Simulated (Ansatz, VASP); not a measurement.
## MoS2: VASP beside Ansatz

```
Mo S
1.0
     3.16882    0.00000    0.00000
    -1.58441    2.74428    0.00000
     0.00000    0.00000   12.34533
Mo S
2 4
Cartesian
  0.0000 1.8295 3.0863
  1.5844 0.9148 9.2590
  0.0000 1.8295 7.7052
  1.5844 0.9148 1.5325
  0.0000 1.8295 10.8128
  1.5844 0.9148 4.6402
```

Alike in both runs: functional r2SCAN; dispersion D3(BJ); k mesh 12 × 12 × 4; occupations gaussian, width 0.02 eV; no spin polarisation.

Ansatz relaxed the structure, and its values are those at the end. VASP's run is a single point on that final structure, the one shown.

```csv
,VASP,Ansatz
version,VASP 6.6.1,Ansatz 0.2.0
potentials or method,"VASP PAW PBE potentials, release 64 (Mo_sv, S), cutoff 520 eV","scalar-relativistic, plane waves, PAW"
valence electrons in the cell,52,52
```

VASP gave:

- gap on the k mesh at the Fermi level (eV): 1.02
- least direct gap on the mesh (eV): 1.76
- pressure (GPa): 0.1

Q: Which values does Ansatz return?

A: gap on the k mesh at the Fermi level (eV): 1.01; least direct gap on the mesh (eV): 1.75; pressure (GPa): 0.0.

VASP's potentials were made for PBE, not for r2SCAN. Ansatz's warnings: dispersion damping borrowed.
